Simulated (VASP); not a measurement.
# Al (Im-3m) in VASP: further runs

Aim: see how the results for Al move with the level of theory and the settings. Levels: PBE, LDA. Tasks: single point.

Program: VASP 6.6.1. These are calculated values, not measurements. Logs are shortened: lines on timing, memory, paths and dates and some standing lists are left out, and cuts for length are marked.

## (1) The cell of the first run

It takes space group Im-3m (No. 229, cubic). Conventional cell: a = 3.182 Å, b = 3.182 Å, c = 3.182 Å, α = 90.00°, β = 90.00°, γ = 90.00°. Al (site symmetry m-3m) has 14 Al at 2.76 to 3.18 Å within 3.6 Å.

## (2) Single point, PBE

Contents of INCAR:

```
SYSTEM = Al
ALGO = Normal
EDIFF = 1E-7
ENCUT = 520
GGA = PE
ISIF = 2
ISMEAR = 0
LASPH = .TRUE.
LCHARG = .FALSE.
LREAL = .FALSE.
LWAVE = .FALSE.
NBANDS = 8
NELM = 80
PREC = Accurate
SIGMA = 0.011
```

Contents of KPOINTS:

```
k-points
0
G
  12 12 12
  0 0 0
```

Contents of POSCAR:

```
Al
1.0
   -1.5912186900      1.5912186900      1.5912186900
    1.5912186900     -1.5912186900      1.5912186900
    1.5912186900      1.5912186900     -1.5912186900
Al
1
Direct
    0.0000000000      0.0000000000      0.0000000000
```

Potentials or basis: VASP PAW PBE potentials, release 64 (Al).

Command:

```sh
cat potpaw_PBE.64/Al/POTCAR > POTCAR
mpirun -np 1 vasp_std > vasp.out
```

OUTCAR:

```text
SYSTEM = Al
   EDIFF = 1E-7
   ENCUT = 520
   GGA = PE
   ISIF = 2
   ISMEAR = 0
   LASPH = .TRUE.
   LREAL = .FALSE.
   NELM = 80
   PREC = Accurate

 ion  position               nearest neighbor table
   1  0.000  0.000  0.000-

  LATTYP: Found a body centered cubic cell.
 ALAT       =     3.1824373800

  Lattice vectors:

 A1 = (  -1.5912186900,   1.5912186900,   1.5912186900)
 A2 = (   1.5912186900,  -1.5912186900,   1.5912186900)
 A3 = (   1.5912186900,   1.5912186900,  -1.5912186900)

Analysis of symmetry for initial positions (statically):
=====================================================================
 Subroutine PRICEL returns:
 Original cell was already a primitive cell.

 Routine SETGRP: Setting up the symmetry group for a
 body centered cubic supercell.

 Subroutine GETGRP returns: Found 48 space group operations
[... 9 lines left out ...]

 Routine SETGRP: Setting up the symmetry group for a
 body centered cubic supercell.

 Subroutine GETGRP returns: Found 48 space group operations
[... 11 lines left out ...]
                                     Primitive cell

  volume of cell :      16.1157

  direct lattice vectors                    reciprocal lattice vectors
    -1.591218690  1.591218690  1.591218690     0.000000000  0.314224565  0.314224565
     1.591218690 -1.591218690  1.591218690     0.314224565  0.000000000  0.314224565
     1.591218690  1.591218690 -1.591218690     0.314224565  0.314224565  0.000000000

  length of vectors
     2.756071617  2.756071617  2.756071617     0.444380641  0.444380641  0.444380641

  position of ions in fractional coordinates (direct lattice)
     0.000000000  0.000000000  0.000000000

  ion indices of the primitive-cell ions
   primitive index   ion index
                 1           1

----------------------------------------------------------------------------------------

 KPOINTS: k-points

Automatic generation of k-mesh.
 Grid dimensions read from file:
 generate k-points for:   12   12   12

 Generating k-lattice:

  Cartesian coordinates                     Fractional coordinates (reciprocal lattice)
     0.000000000  0.026185380  0.026185380     0.083333333  0.000000000  0.000000000
     0.026185380  0.000000000  0.026185380     0.000000000  0.083333333  0.000000000
     0.026185380  0.026185380  0.000000000     0.000000000  0.000000000  0.083333333

  Length of vectors
     0.037031720  0.037031720  0.037031720

  Shift w.r.t. Gamma in fractional coordinates (k-lattice)
     0.000000000  0.000000000  0.000000000

 Subroutine IBZKPT returns following result:
 ===========================================

 Found     72 irreducible k-points:

 Following reciprocal coordinates:
            Coordinates               Weight
  0.000000  0.000000  0.000000      1.000000
  0.083333  0.000000  0.000000     12.000000
  0.166667  0.000000  0.000000     12.000000
  0.250000  0.000000  0.000000     12.000000
  0.333333  0.000000  0.000000     12.000000
  0.416667  0.000000  0.000000     12.000000
[... 16 lines left out ...]
  0.333333  0.083333  0.083333     24.000000
  0.416667  0.083333  0.083333     12.000000
 [... further k-points ...]
   k-points           NKPTS =     72   k-points in BZ     NKDIM =     72   number of bands    NBANDS=      8
   number of dos      NEDOS =    301   number of ions     NIONS =      1
   total plane-waves  NPLWV =   8000
   dimension x,y,z NGX =    20 NGY =   20 NGZ =   20
   dimension x,y,z NGXF=    40 NGYF=   40 NGZF=   40
   ions per type =               1
   NGX,Y,Z   is equivalent  to a cutoff of  12.06, 12.06, 12.06 a.u.
   NGXF,Y,Z  is equivalent  to a cutoff of  24.13, 24.13, 24.13 a.u.
 SYSTEM =  Al
   PREC   = accura    normal or accurate (medium, high low for compatibility)
   ISTART =      0    job   : 0-new  1-cont  2-samecut
   ICHARG =      2    charge: 1-file 2-atom 10-const
   ISPIN  =      1    spin polarized calculation?
   LNONCOLLINEAR =      F non collinear calculations
   LSORBIT =      F    spin-orbit coupling
   LASPH  =      T    aspherical Exc in radial PAW
   ENCUT  =  520.0 eV  38.22 Ry    6.18 a.u.   5.12  5.12  5.12*2*pi/ulx,y,z
   NELM   =     80;   NELMIN=  2; NELMDL= -5     # of ELM steps
   EDIFF  = 0.1E-06   stopping-criterion for ELM
   LREAL  =      F    real-space projection
   EDIFFG = 0.1E-05   stopping-criterion for IOM
   NSW    =      0    number of steps for IOM
   IBRION =     -1    ionic relax: 0-MD 1-quasi-New 2-CG
   NFREE  =      0    steps in history (QN), initial steepest desc. (CG)
   ISIF   =      2    stress and relaxation
   ISYM   =      2    0-nonsym 1-usesym 2-fastsym
   POTIM  = 0.5000    time-step for ionic-motion
   TEBEG  =    0.0;   TEEND  =   0.0 temperature during run
   PSTRESS=    0.0 pullay stress
   NELECT =       3.0000    total number of electrons
   NUPDOWN=      -1.0000    fix difference up-down
   EMIN   =  10.00;   EMAX   =-10.00  energy-range for DOS
   EFERMI =   0.00;   METHOD = LEGACY
   ISMEAR =     0;   SIGMA  =   0.01  broadening in eV -4-tet -1-fermi 0-gaus
   EFERMI_NEDOS =   21; number of points for ismear=-14 and -15
   IALGO  =     38    algorithm
   IMIX   =      4    mixing-type and parameters
     AMIX     =   0.40;   BMIX     =  1.00
     AMIX_MAG =   1.60;   BMIX_MAG =  1.00
  volume/ion in A,a.u.               =      16.12       108.75
  Fermi-wavevector in a.u.,A,eV,Ry     =   0.934757  1.766435 11.888371  0.873771
  Thomas-Fermi vector in A             =   2.061595
   LORBIT       =      0    0 simple, 1 ext, 2 COOP (PROOUT), +10 PAW based schemes
   GGA     = PE    functional components
   LHFCALC =     F    Hartree Fock is set to
   AEXX    =    0.0000 exact exchange contribution
   IVDW    =     0    specifies the selected vdW correction
   LEPSILON=     F    determine dielectric tensor
   LRPA    =     F    only Hartree local field effects (RPA)
 non-spin polarized calculation
 Gauss-broadening in eV      SIGMA  =   0.01
  energy-cutoff  :      520.00
  volume of cell :       16.12
 maximum number of plane-waves:       466
   NGX = 11   NGY = 11   NGZ = 11

 number of electron       3.0000000 magnetization

 Free energy of the ion-electron system (eV)
  ---------------------------------------------------
  ext. energy  EPLUGINS =         0.00000000
  ---------------------------------------------------
  free energy    TOTEN  =        -3.63552561 eV

  energy without entropy =       -3.63545145  energy(sigma->0) =       -3.63548853

 E-fermi :   8.2465     XC(G=0): -10.2868

 val. band max:        8.1893618019   @ k =  -0.4167  -0.4167   0.2500
 cond. band min:       8.2507201585   @ k =   0.3333   0.2500   0.0833
 fundamental gap:      0.0613583565
 Fermi energy:         8.2464536564

 k-point     1 :       0.0000    0.0000    0.0000
  band No.  band energies     occupation
      1      -3.0452      2.00000
      2      21.6647      0.00000
      3      21.6647      0.00000
      4      21.6647      0.00000
      5      23.3042      0.00000
      6      23.3042      0.00000
      7      23.3042      0.00000
      8      24.7548      0.00000

 k-point     2 :       0.0833    0.0000    0.0000
  band No.  band energies     occupation
      1      -2.8422      2.00000
      2      19.4950      0.00000
      3      20.5159      0.00000
      4      20.8957      0.00000
      5      22.4702      0.00000
      6      23.4761      0.00000
      7      24.0697      0.00000
      8      24.7905      0.00000

 k-point     3 :       0.1667    0.0000    0.0000
  band No.  band energies     occupation
      1      -2.2351      2.00000
      2      16.0304      0.00000
      3      19.1275      0.00000
      4      19.5237      0.00000
      5      21.1190      0.00000
      6      22.3102      0.00000
      7      25.0516      0.00000
      8      25.3380      0.00000

 k-point     4 :       0.2500    0.0000    0.0000
  band No.  band energies     occupation
      1      -1.2289      2.00000
      2      12.6145      0.00000
      3      18.0212      0.00000
      4      18.2785      0.00000
      5      19.9506      0.00000
      6      21.3258      0.00000
      7      26.1113      0.00000
      8      26.2356      0.00000

 k-point     5 :       0.3333    0.0000    0.0000
  band No.  band energies     occupation
      1       0.1675      2.00000
      2       9.4592      0.00000
      3      17.2294      0.00000
      4      17.3436      0.00000
      5      19.0912      0.00000
      6      20.5476      0.00000
      7      27.1711      0.00000
      8      27.7035      0.00000

 k-point     6 :       0.4167    0.0000    0.0000
  band No.  band energies     occupation
      1       1.9402      2.00000
      2       6.6231      2.00000
      3      16.7551      0.00000
      4      16.7712      0.00000
      5      18.5701      0.00000
      6      20.0490      0.00000
      7      28.4152      0.00000
      8      29.3966      0.00000

 k-point     7 :       0.5000    0.0000    0.0000
  band No.  band energies     occupation
      1       3.8426      2.00000
      2       4.3653      2.00000
      3      16.5789      0.00000
      4      16.5972      0.00000
      5      18.3958      0.00000
      6      19.8776      0.00000
      7      29.2198      0.00000
      8      30.5842      0.00000

 k-point     8 :       0.0833    0.0833    0.0000
  band No.  band energies     occupation
      1      -2.4371      2.00000
      2      17.7713      0.00000
      3      17.9859      0.00000
      4      19.8317      0.00000
      5      22.5908      0.00000
      6      22.6972      0.00000
      7      24.7013      0.00000
      8      25.0932      0.00000

 k-point     9 :       0.1667    0.0833    0.0000
  band No.  band energies     occupation
      1      -1.6305      2.00000
      2      14.4117      0.00000
      3      16.5143      0.00000
      4      18.5909      0.00000
      5      21.4772      0.00000
      6      22.7953      0.00000
      7      24.6235      0.00000
      8      26.7687      0.00000

 k-point    10 :       0.2500    0.0833    0.0000
  band No.  band energies     occupation
      1      -0.4292      2.00000
      2      11.1311      0.00000
      3      15.4448      0.00000
      4      17.5928      0.00000
      5      20.4793      0.00000
      6      22.4362      0.00000
      7      25.1984      0.00000
      8      28.3682      0.00000
[... 78 lines left out ...]
 k-point    18 :       0.3333    0.2500   -0.0000
  band No.  band energies     occupation
      1       4.2529      2.00000
      2       6.6014      2.00000
      3       8.9866      0.00000
      4      15.6763      0.00000
      5      22.5095      0.00000
      6      24.5269      0.00000
      7      26.2954      0.00000
      8      29.6645      0.00000

 k-point    19 :       0.3333    0.3333    0.0000
  band No.  band energies     occupation
      1       6.0994      2.00000
      2       6.0994      2.00000
      3       7.1044      2.00000
      4      15.5058      0.00000
      5      24.2266      0.00000
      6      24.2266      0.00000
      7      24.7586      0.00000
      8      32.1841      0.00000

 k-point    20 :       0.0833    0.0833    0.0833
  band No.  band energies     occupation
      1      -1.8318      2.00000
      2      16.2083      0.00000
      3      16.2083      0.00000
      4      16.8128      0.00000
      5      24.3889      0.00000
      6      24.3889      0.00000
      7      24.8612      0.00000
      8      24.8612      0.00000

 k-point    21 :       0.1667    0.0833    0.0833
  band No.  band energies     occupation
      1      -0.8286      2.00000
      2      12.9449      0.00000
      3      14.9229      0.00000
      4      15.5341      0.00000
      5      23.7724      0.00000
      6      24.1475      0.00000
      7      26.1787      0.00000
      8      26.2317      0.00000

 k-point    22 :       0.2500    0.0833    0.0833
  band No.  band energies     occupation
      1       0.5637      2.00000
      2       9.8196      0.00000
      3      13.9891      0.00000
      4      14.6709      0.00000
      5      23.0542      0.00000
      6      23.5382      0.00000
      7      27.4206      0.00000
      8      27.8560      0.00000

 k-point    23 :       0.3333    0.0833    0.0833
  band No.  band energies     occupation
      1       2.3308      2.00000
      2       6.9994      2.00000
      3      13.4251      0.00000
      4      14.1484      0.00000
      5      22.5726      0.00000
      6      23.1272      0.00000
      7      28.6821      0.00000
      8      29.6223      0.00000

 k-point    24 :       0.4167    0.0833    0.0833
  band No.  band energies     occupation
      1       4.2181      2.00000
      2       4.7597      2.00000
      3      13.2366      0.00000
      4      13.9734      0.00000
      5      22.4066      0.00000
      6      22.9839      0.00000
      7      29.4664      0.00000
      8      30.8178      0.00000

 [... further k-points ...]
[... 5 lines left out ...]
  --------------------------------------------------------------------------------------
  -------------------------------------------------------------------------------------
  Total        0.3888935      0.3888935      0.3888935      0.0000000      0.0000000      0.0000000
  in kB       38.6626531     38.6626531     38.6626531      0.0000000      0.0000000      0.0000000
  external PRESSURE =      38.6626531 kB  Pullay stress =       0.0000000 kB

 VOLUME and BASIS-vectors are now :
 -----------------------------------------------------------------------------
  energy-cutoff  :      520.00
  volume of cell :       16.12
      direct lattice vectors                 reciprocal lattice vectors
    -1.591218690  1.591218690  1.591218690     0.000000000  0.314224565  0.314224565
     1.591218690 -1.591218690  1.591218690     0.314224565  0.000000000  0.314224565
     1.591218690  1.591218690 -1.591218690     0.314224565  0.314224565  0.000000000

 POSITION                                       TOTAL-FORCE (eV/Angst)
 -----------------------------------------------------------------------------------
      0.00000      0.00000      0.00000        -0.000000      0.000000     -0.000000
 -----------------------------------------------------------------------------------
    total drift:                                0.000000      0.000000      0.000000

  FREE ENERGIE OF THE ION-ELECTRON SYSTEM (eV)
  ---------------------------------------------------
  free  energy   TOTEN  =        -3.6355256114 eV

  energy  without entropy=       -3.6354514547  energy(sigma->0) =       -3.63548853
```

Wall time 5.4 s (1 thread of Intel Xeon 6975P-C (Granite Rapids), shared host); peak memory 0.12 GiB.

Results:

```
Free energy : -3.6355 eV
Pressure    : 3.9 GPa
```

Levels at points of the mesh, in eV from the Fermi level:
```
           k point  band 1  band 2  band 3  band 4
(0.00, 0.00, 0.00)  -11.29   13.42   13.42   13.42
(0.50, 0.00, 0.00)   -4.40   -3.88    8.33    8.35
(0.50, 0.50, 0.50)    1.91    1.91    1.91    2.95
```

## (3) Single point, PBE

This run uses another cell than the first one, of 16.93 Å³/atom, 1.050 times its volume.

Contents of INCAR:

```
PREC = Accurate
ENCUT = 520
EDIFF = 1E-6
ISMEAR = -1
SIGMA = 0.05
LREAL = F
LASPH = T
NELM = 100
ALGO = Fast
ISIF = 2
LWAVE = F
LCHARG = F
GGA = PE
NBANDS = 8
```

Contents of KPOINTS:

```
regular mesh
0
Gamma
  12 12 12
```

Contents of POSCAR:

```
Al
1.0
   -1.6174664248      1.6174664248      1.6174664248
    1.6174664248     -1.6174664248      1.6174664248
    1.6174664248      1.6174664248     -1.6174664248
Al
1
Direct
    0.0000000000      0.0000000000      0.0000000000
```

Potentials or basis: VASP PAW PBE potentials, release 64 (Al).

Command:

```sh
cat potpaw_PBE.64/Al/POTCAR > POTCAR
mpirun -np 1 vasp_std > vasp.out
```

Wall time 6 s (1 thread of Intel Xeon 6975P-C (Granite Rapids), shared host); peak memory 0.13 GiB.

The run converged. Its results:

```yaml
Free_energy: -3.6469 eV
Pressure: 0.0 GPa
```

Levels at points of the mesh, in eV from the Fermi level:
```
           k point  band 1  band 2  band 3  band 4
(0.00, 0.00, 0.00)  -10.92   13.15   13.15   13.15
(0.50, 0.00, 0.00)   -4.19   -3.80    8.00    8.24
(0.50, 0.50, 0.50)    1.86    1.86    1.86    3.06
```

## (4) Single point, LDA

Contents of INCAR:

```
PREC = Accurate
ENCUT = 520
EDIFF = 1E-7
ISMEAR = -1
SIGMA = 0.05
LREAL = False
LASPH = True
NELM = 60
ALGO = Normal
ISIF = 2
LWAVE = False
LCHARG = False
NBANDS = 8
```

KPOINTS is that of step 3.

Contents of POSCAR:

```
Al
1.0
   -1.5912186900      1.5912186900      1.5912186900
    1.5912186900     -1.5912186900      1.5912186900
    1.5912186900      1.5912186900     -1.5912186900
Al
1
Direct
    0.0000000000      0.0000000000      0.0000000000
```

Potentials or basis: VASP PAW LDA potentials, release 64 (Al).

Command:

```sh
cat potpaw_LDA.64/Al/POTCAR > POTCAR
mpirun -np 1 vasp_std > vasp.out
```

Wall time 4 s (1 thread of Intel Xeon 6975P-C (Granite Rapids), shared host); peak memory 0.11 GiB.

It converged, with:

```
Free energy : -4.0876 eV
Pressure    : 0.6 GPa
```

Levels at points of the mesh, in eV from the Fermi level:
```tsv
k point	band 1	band 2	band 3	band 4
(0.00, 0.00, 0.00)	-11.23	13.36	13.36	13.36
(0.50, 0.00, 0.00)	-4.34	-3.88	8.24	8.36
(0.50, 0.50, 0.50)	1.91	1.91	1.91	3.04
```

## (5) Single point, LDA

This run uses another cell than the first one, of 16.21 Å³/atom, 1.006 times its volume.

Contents of INCAR:

```
SYSTEM = Al
PREC = Accurate
ENCUT = 520
EDIFF = 1E-6
ISMEAR = -1
SIGMA = 0.05
LREAL = .FALSE.
LASPH = .TRUE.
NELM = 80
ALGO = Normal
ISIF = 2
LWAVE = .FALSE.
LCHARG = .FALSE.
GGA = CA
NBANDS = 8
```

Contents of KPOINTS:

```
regular mesh
0
G
  12 12 12
  0 0 0
```

Contents of POSCAR:

```
Al
1.0
   -1.5944689274      1.5944689274      1.5944689274
    1.5944689274     -1.5944689274      1.5944689274
    1.5944689274      1.5944689274     -1.5944689274
Al
1
Direct
    0.0000000000      0.0000000000      0.0000000000
```

Command:

```sh
cat potpaw_LDA.64/Al/POTCAR > POTCAR
mpirun -np 1 vasp_std > vasp.out
```

Wall time 5.7 s (1 thread of Intel Xeon 6975P-C (Granite Rapids), shared host); peak memory 0.12 GiB.

Results (log left out):

- Free energy: -4.0878 eV
- Pressure: 0.1 GPa

Levels at points of the mesh, in eV from the Fermi level:
```
           k point  band 1  band 2  band 3  band 4
(0.00, 0.00, 0.00)  -11.19   13.33   13.33   13.33
(0.50, 0.00, 0.00)   -4.31   -3.87    8.20    8.35
(0.50, 0.50, 0.50)    1.90    1.90    1.90    3.06
```

## (6) The runs side by side

```tsv
level	potentials or basis	cell	smearing	gap on the mesh (eV)	pressure (GPa)
PBE	VASP PAW PBE potentials, release 64 (Al)	a = 2.756 Å, angles 109.5°, 1 atom	gaussian 0.011 eV	none	3.9
PBE	VASP PAW PBE potentials, release 64 (Al)	a = 2.802 Å, angles 109.5°, 1 atom	fermi-dirac 0.05 eV	none	0.0
LDA	VASP PAW LDA potentials, release 64 (Al)	a = 2.756 Å, angles 109.5°, 1 atom	fermi-dirac 0.05 eV	none	0.6
LDA	VASP PAW LDA potentials, release 64 (Al)	a = 2.762 Å, angles 109.5°, 1 atom	fermi-dirac 0.05 eV	none	0.1
```

Alike in all rows: task single point; no spin polarisation; k mesh 12 × 12 × 12; cutoff (eV) 520.

Absolute energies hang on the potentials; compare differences alone.
